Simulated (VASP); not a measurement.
# KCl in VASP: notebook

The runs below take KCl through single point, with r2SCAN, HSE06.

Program: VASP 6.6.1. These are calculated values, not measurements. Logs are shortened: lines on timing, memory, paths and dates and some standing lists are left out, and cuts for length are marked.

**1. The cell of the first run**

It takes space group Imm2 (No. 44, orthorhombic). Conventional cell: a = 4.920 Å, b = 5.000 Å, c = 7.015 Å, α = 90.00°, β = 90.00°, γ = 90.00°. Within 4.0 Å of K (site symmetry mm2) lie 4 Cl at 3.04 Å. Cl (site symmetry mm2) has 4 K at 3.04 Å within 4.0 Å.

**2. Single point, r2SCAN (shear xy strain -1.6%)**

File POSCAR:

```
KCl
1.0
   -0.0282336268      3.5072828324      3.5072828324
    3.5072828324     -0.0282336268      3.5072828324
    3.4790492056      3.4790492056      0.0000000000
K Cl
1 1
Direct
   -0.0018232074     -0.0018232074      0.0018232074
    0.2518232074      0.2518232074      0.2481767926
```

File INCAR.step1:

```
SYSTEM = KCl
PREC = Accurate ; ENCUT = 520
ISMEAR = 0 ; SIGMA = 0.01
LREAL = .FALSE. ; LASPH = .TRUE.
NELM = 60 ; NBANDS = 15
GGA = PE ; ALGO = Normal
EDIFF = 1E-4 ; LWAVE = .TRUE.
LCHARG = .FALSE.
```

File INCAR.step2:

```
SYSTEM = KCl
PREC = Accurate ; ENCUT = 520
EDIFF = 1E-6 ; ISMEAR = 0
SIGMA = 0.01 ; LREAL = .FALSE.
LASPH = .TRUE. ; NELM = 60
ALGO = Normal ; ISIF = 2
LWAVE = .FALSE. ; LCHARG = .FALSE.
METAGGA = R2SCAN ; LMIXTAU = .TRUE.
NBANDS = 15 ; ISTART = 1
```

File KPOINTS:

```
Automatic mesh
0
G
  6 6 6
  0 0 0
```

Potentials or basis: VASP PAW PBE potentials, release 64 (K_sv, Cl).

Launch:

```console
$ cat potpaw_PBE.64/K_sv/POTCAR potpaw_PBE.64/Cl/POTCAR > POTCAR
$ cp INCAR.step1 INCAR
$ mpirun -np 1 vasp_std > vasp.out
$ cp INCAR.step2 INCAR
$ mpirun -np 1 vasp_std > vasp.out
```

OUTCAR:

```text
SYSTEM = KCl
   PREC = Accurate
   ENCUT = 520
   EDIFF = 1E-6
   ISMEAR = 0
   LREAL = .FALSE.
   LASPH = .TRUE.
   NELM = 60
   ISIF = 2
   METAGGA = R2SCAN
   ISTART = 1

 ion  position               nearest neighbor table
   1  0.998  0.998  0.002-   2 3.04   2 3.04   2 3.04   2 3.04
   2  0.252  0.252  0.248-   1 3.04   1 3.04   1 3.04   1 3.04

  LATTYP: Found a body centered orthorhombic cell.
 ALAT       =     4.9201185707
 B/A-ratio  =     1.0162306568
 C/A-ratio  =     1.4256903699

  Lattice vectors:

 A1 = (   0.0282336268,  -3.5072828324,  -3.5072828324)
 A2 = (  -0.0282336268,   3.5072828324,  -3.5072828324)
 A3 = (   3.5072828324,  -0.0282336268,   3.5072828324)

Analysis of symmetry for initial positions (statically):
=====================================================================
 Subroutine PRICEL returns:
 Original cell was already a primitive cell.

 Routine SETGRP: Setting up the symmetry group for a
 body centered orthorhombic supercell.

 Subroutine GETGRP returns: Found  4 space group operations
 (whereof  4 operations were pure point group operations)
 out of a pool of  8 trial point group operations.

The static configuration has the point symmetry C_2v.

Analysis of symmetry for dynamics (positions and initial velocities):
=====================================================================
 Subroutine PRICEL returns:
 Original cell was already a primitive cell.

 Routine SETGRP: Setting up the symmetry group for a
 body centered orthorhombic supercell.

 Subroutine GETGRP returns: Found  4 space group operations
 (whereof  4 operations were pure point group operations)
 out of a pool of  8 trial point group operations.

The dynamic configuration has the point symmetry C_2v.

 Subroutine INISYM returns: Found  4 space group operations
 (whereof  4 operations are pure point group operations),
 and found     1 'primitive' translations

----------------------------------------------------------------------------------------

                                     Primitive cell

  volume of cell :      86.2808

  direct lattice vectors                    reciprocal lattice vectors
    -0.028233627  3.507282832  3.507282832    -0.141422054  0.141422054  0.142560502
     3.507282832 -0.028233627  3.507282832     0.141422054 -0.141422054  0.142560502
     3.479049206  3.479049206  0.000000000     0.143717427  0.143717427 -0.142560502

  length of vectors
     4.960127304  4.960127304  4.920118571     0.245609225  0.245609225  0.248259731

  position of ions in fractional coordinates (direct lattice)
     0.998176793  0.998176793  0.001823207
     0.251823207  0.251823207  0.248176793

  ion indices of the primitive-cell ions
[... 84 lines left out ...]
   TEBEG  =    0.0;   TEEND  =   0.0 temperature during run
   PSTRESS=    0.0 pullay stress
   NELECT =      16.0000    total number of electrons
   NUPDOWN=      -1.0000    fix difference up-down
   EMIN   =  10.00;   EMAX   =-10.00  energy-range for DOS
   EFERMI =   0.00;   METHOD = LEGACY
   ISMEAR =     0;   SIGMA  =   0.01  broadening in eV -4-tet -1-fermi 0-gaus
   EFERMI_NEDOS =   21; number of points for ismear=-14 and -15
   IALGO  =     38    algorithm
   IMIX   =      4    mixing-type and parameters
     AMIX     =   0.40;   BMIX     =  1.00
     AMIX_MAG =   1.60;   BMIX_MAG =  1.00
  volume/ion in A,a.u.               =      43.14       291.13
  Fermi-wavevector in a.u.,A,eV,Ry     =   0.933563  1.764177 11.858008  0.871539
  Thomas-Fermi vector in A             =   2.060277
   LORBIT       =      0    0 simple, 1 ext, 2 COOP (PROOUT), +10 PAW based schemes
   METAGGA = R2SCAN    functional components
   LHFCALC =     F    Hartree Fock is set to
   AEXX    =    0.0000 exact exchange contribution
   IVDW    =     0    specifies the selected vdW correction
   LEPSILON=     F    determine dielectric tensor
   LRPA    =     F    only Hartree local field effects (RPA)
 non-spin polarized calculation
 Gauss-broadening in eV      SIGMA  =   0.01
  energy-cutoff  :      520.00
  volume of cell :       86.28
 maximum number of plane-waves:      2342
 NGX is ok and might be reduce to    40
   NGX = 19   NGY = 19   NGZ = 19

 number of electron      16.0000000 magnetization

 Free energy of the ion-electron system (eV)
  ---------------------------------------------------
  ext. energy  EPLUGINS =         0.00000000
  ---------------------------------------------------
  free energy    TOTEN  =       -16.22177020 eV

  energy without entropy =      -16.22177020  energy(sigma->0) =      -16.22177020

 E-fermi :  -3.4977     XC(G=0):  -6.3709

 val. band max:       -3.5834967730   @ k =   0.5000   0.5000   0.0000
 cond. band min:       1.7581416902   @ k =   0.0000   0.0000   0.0000
 fundamental gap:      5.3416384632
 Fermi energy:        -3.4977031986

 k-point     1 :       0.0000    0.0000    0.0000
  band No.  band energies     occupation
      1     -31.9436      2.00000
      2     -15.8889      2.00000
      3     -14.6671      2.00000
      4     -14.6657      2.00000
      5     -14.6646      2.00000
      6      -3.6416      2.00000
      7      -3.6314      2.00000
      8      -3.6204      2.00000
      9       1.7581      0.00000
     10       6.5429      0.00000
     11       6.5460      0.00000
     12       7.5341      0.00000
     13       7.5527      0.00000
     14       7.5704      0.00000
[... 401 lines left out ...]
      2     -16.0847      2.00000
      3     -14.6963      2.00000
      4     -14.6867      2.00000
      5     -14.4206      2.00000
      6      -3.9245      2.00000
      7      -3.6358      2.00000
      8      -3.6065      2.00000
      9       3.6899      0.00000
     10       4.6970      0.00000
     11       6.6627      0.00000
     12       6.9439      0.00000
     13       7.9098      0.00000
     14       7.9960      0.00000
     15       8.2509      0.00000

 [... further k-points ...]
[... 5 lines left out ...]
  --------------------------------------------------------------------------------------
  -------------------------------------------------------------------------------------
  Total       -0.0079127     -0.0079127     -0.0086154      0.0246532      0.0000000      0.0000000
  in kB       -0.1469342     -0.1469342     -0.1599817      0.4577945      0.0000000      0.0000000
  external PRESSURE =      -0.1512834 kB  Pullay stress =       0.0000000 kB

 VOLUME and BASIS-vectors are now :
 -----------------------------------------------------------------------------
  energy-cutoff  :      520.00
  volume of cell :       86.28
      direct lattice vectors                 reciprocal lattice vectors
    -0.028233627  3.507282832  3.507282832    -0.141422054  0.141422054  0.142560502
     3.507282832 -0.028233627  3.507282832     0.141422054 -0.141422054  0.142560502
     3.479049206  3.479049206  0.000000000     0.143717427  0.143717427 -0.142560502

 POSITION                                       TOTAL-FORCE (eV/Angst)
 -----------------------------------------------------------------------------------
      3.47905      3.47905      7.00178         0.000000      0.000000     -0.000832
      1.73952      1.73952      1.76643         0.000000      0.000000      0.000832
 -----------------------------------------------------------------------------------
    total drift:                                0.000000      0.000000     -0.000323

  FREE ENERGIE OF THE ION-ELECTRON SYSTEM (eV)
  ---------------------------------------------------
  free  energy   TOTEN  =       -16.2217702024 eV

  energy  without entropy=      -16.2217702024  energy(sigma->0) =      -16.22177020
```

OSZICAR.step1:

```text
N       E                     dE             d eps       ncg     rms          rms(c)
DAV:   1     0.105579212108E+03    0.10558E+03   -0.66715E+03  1380   0.913E+02
DAV:   2     0.109573493224E+01   -0.10448E+03   -0.95085E+02  1847   0.223E+02
DAV:   3    -0.679476680162E+01   -0.78905E+01   -0.78455E+01  1870   0.555E+01
DAV:   4    -0.710022526857E+01   -0.30546E+00   -0.30533E+00  2332   0.100E+01
DAV:   5    -0.710214185837E+01   -0.19166E-02   -0.19166E-02  1905   0.888E-01    0.347E+00
DAV:   6    -0.663202245878E+01    0.47012E+00   -0.70458E-01  1800   0.375E+00    0.270E+00
DAV:   7    -0.659032509022E+01    0.41697E-01   -0.18953E-01  1933   0.213E+00    0.165E+00
DAV:   8    -0.661364218391E+01   -0.23317E-01   -0.29978E-02  1826   0.116E+00    0.317E-01
DAV:   9    -0.661565533177E+01   -0.20131E-02   -0.21786E-03  1807   0.250E-01    0.169E-01
DAV:  10    -0.661837228898E+01   -0.27170E-02   -0.19191E-03  1380   0.266E-01    0.332E-02
DAV:  11    -0.661840955585E+01   -0.37267E-04   -0.49513E-05  1380   0.511E-02
   1 F= -.66184096E+01 E0= -.66184096E+01  d E =-.446348E-30
```

It took 6.9 min on 1 thread of Intel Xeon 8259CL, shared host; peak memory 0.28 GiB.

Results:

* Free energy: -16.2218 eV
* Pressure: 0.0 GPa
* Band gap on the k mesh: 5.34 eV (least direct gap 5.38 eV)

Levels at points of the mesh, in eV from the valence-band top:
| k point | band 6 | band 7 | band 8 | band 9 | band 10 | band 11 |
| --- | --- | --- | --- | --- | --- | --- |
| (0.00, 0.00, 0.00) | -0.06 | -0.05 | -0.04 | 5.34 | 10.13 | 10.13 |
| (0.50, 0.00, 0.00) | -0.34 | -0.02 | -0.01 | 7.76 | 8.08 | 9.60 |
| (0.50, 0.50, 0.00) | -0.40 | -0.02 | 0.00 | 7.16 | 8.28 | 10.88 |
| (0.00, 0.00, 0.50) | -0.34 | -0.03 | -0.02 | 7.81 | 8.10 | 9.59 |
| (0.50, 0.00, 0.50) | -0.40 | -0.01 | -0.01 | 7.16 | 8.28 | 10.88 |

Caveat: the cell differs from its parent crystal (shear xy strain -1.6%); the structure was generated, so it needn't be the stable form of KCl; the PAW data sets were made with another functional, which shifts forces and pressure a little.

**3. Single point, HSE06 (strain along [111] -2.2%)**

File POSCAR:

```
KCl
1.0
   -0.0519077859      3.4553750465      3.4553750465
    3.4553750465     -0.0519077859      3.4553750465
    3.4553750465      3.4553750465     -0.0519077859
K Cl
1 1
Direct
   -0.0017960203     -0.0017960203     -0.0017960203
    0.2517960203      0.2517960203      0.2517960203
```

File INCAR.step1:

```
SYSTEM = KCl
PREC = Accurate ; ENCUT = 520
EDIFF = 1E-5 ; ISMEAR = 0
SIGMA = 0.01 ; LREAL = .False.
LASPH = .True. ; NELM = 80
ALGO = Normal ; ISIF = 2
LWAVE = .True. ; LCHARG = .False.
GGA = PE ; NBANDS = 15
```

File INCAR.step2:

```
SYSTEM = KCl
PREC = Accurate ; ENCUT = 520
EDIFF = 1E-6 ; ISMEAR = 0
SIGMA = 0.01 ; LREAL = .False.
LASPH = .True. ; NELM = 80
ALGO = Normal ; ISIF = 2
LWAVE = .False. ; LCHARG = .False.
GGA = PE ; LHFCALC = .True.
HFSCREEN = 0.2079 ; PRECFOCK = Normal
ISTART = 1 ; NBANDS = 15
```

File KPOINTS:

```
Automatic mesh
0
Gamma
  4 4 4
  0 0 0
```

Potentials or basis: VASP PAW PBE potentials, release 64 (K_sv, Cl).

Launch:

```console
$ cat potpaw_PBE.64/K_sv/POTCAR potpaw_PBE.64/Cl/POTCAR > POTCAR
$ cp INCAR.step1 INCAR
$ mpirun -np 1 vasp_std > vasp.out
$ cp INCAR.step2 INCAR
$ mpirun -np 1 vasp_std > vasp.out
```

It took 24 min on 1 thread of Intel Xeon 8259CL, shared host; peak memory 0.33 GiB.

It converged, with:

* Free energy: -7.6587 eV
* Pressure: 0.5 GPa
* Band gap on the k mesh: 6.06 eV (least direct gap 6.09 eV)

Levels at points of the mesh, in eV from the valence-band top:
| k point | band 4 | band 5 | band 6 | band 7 | band 8 | band 9 | band 10 | band 11 | band 12 | band 13 |
| --- | --- | --- | --- | --- | --- | --- | --- | --- | --- | --- |
| (0.00, 0.00, 0.00) | -11.40 | -11.40 | -0.06 | -0.06 | -0.03 | 6.06 | 11.03 | 11.03 | 12.00 | 12.06 |
| (0.50, 0.00, 0.00) | -11.41 | -11.20 | -0.37 | -0.02 | -0.01 | 8.58 | 8.82 | 10.37 | 10.62 | 12.14 |
| (0.50, 0.50, 0.00) | -11.43 | -11.13 | -0.44 | -0.02 | 0.00 | 7.97 | 9.07 | 11.53 | 11.97 | 12.01 |
| (0.50, 0.50, 0.50) | -11.41 | -11.23 | -0.36 | -0.04 | -0.04 | 8.66 | 8.86 | 10.47 | 10.47 | 12.28 |

Caveat: the cell differs from its parent crystal (strain along [111] -2.2%); the structure was generated, so it needn't be the stable form of KCl; the PAW data sets were made with another functional, which shifts forces and pressure a little. A k mesh can miss the band edges.
